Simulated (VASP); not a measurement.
Write the native input for VASP 6.6.1 that does the following.

```
Task                               : single point
Functional                         : HSE06
Potentials or basis                : VASP PAW PBE potentials, release 64 (Na_pv, I)
Cutoff                             : 520 eV
k mesh                             : 4 × 4 × 4
Occupations                        : gaussian, width 0.01 eV
Spin                               : no spin polarisation
Dipole correction                  : no
Grid for exact exchange (PRECFOCK) : Normal
Further INCAR settings             : ALGO = Normal; EDIFF = 1e-07; NBANDS = 14
Share of exact exchange            : 0.25
Screening parameter                : 0.2079 1/Å
```

Crystal: NaI.

```
CELL_PARAMETERS angstrom
4.15569 0.00000 0.00000
0.00000 4.15569 0.00000
0.00000 0.00000 4.15569
ATOMIC_POSITIONS crystal
Na 0.00000 0.00000 0.00000
I 0.50000 0.50000 0.50000
```

This cell differs from its parent crystal: strain +2.9%.

These files were run (other wordings do the same):

POSCAR

```
NaI
1.0
    4.1556919904      0.0000000000      0.0000000000
    0.0000000000      4.1556919904      0.0000000000
    0.0000000000      0.0000000000      4.1556919904
Na I
1 1
Direct
    0.0000000000      0.0000000000      0.0000000000
    0.5000000000      0.5000000000      0.5000000000
```

INCAR.step1

```
PREC = Accurate ; ENCUT = 520
EDIFF = 1E-5 ; ISMEAR = 0
SIGMA = 0.01 ; LREAL = False
LASPH = True ; NELM = 60
ALGO = Normal ; ISIF = 2
LWAVE = True ; GGA = PE
NBANDS = 14
```

INCAR.step2

```
PREC = Accurate ; ENCUT = 520
EDIFF = 1E-7 ; ISMEAR = 0
SIGMA = 0.01 ; LREAL = False
LASPH = True ; NELM = 60
ALGO = Normal ; ISIF = 2
LWAVE = False ; LCHARG = True
GGA = PE ; LHFCALC = True
HFSCREEN = 0.2079 ; PRECFOCK = Normal
LELF = True ; LVHAR = True
ISTART = 1 ; NBANDS = 14
```

KPOINTS

```
Automatic mesh
0
Gamma
  4 4 4
```

Potentials or basis: VASP PAW PBE potentials, release 64 (Na_pv, I).

The run is started by

```bash
$ cat potpaw_PBE.64/Na_pv/POTCAR potpaw_PBE.64/I/POTCAR > POTCAR
$ cp INCAR.step1 INCAR
$ mpirun -np 1 vasp_std > vasp.out
$ cp INCAR.step2 INCAR
$ mpirun -np 1 vasp_std > vasp.out
```

It gave:

```
Pressure               : -1.0 GPa
Band gap on the k mesh : 3.10 eV (least direct gap 3.70 eV)
```

Caveat: the cell differs from its parent crystal (strain +2.9%); the PAW data sets were made with another functional, which shifts forces and pressure a little; spin-orbit coupling is left out, which moves the levels of the heavy elements.

It took 5.9 min on 1 thread of AMD EPYC 7R43 64-Core Processor (Zen 3) (shared host), peak memory 0.25 GiB.
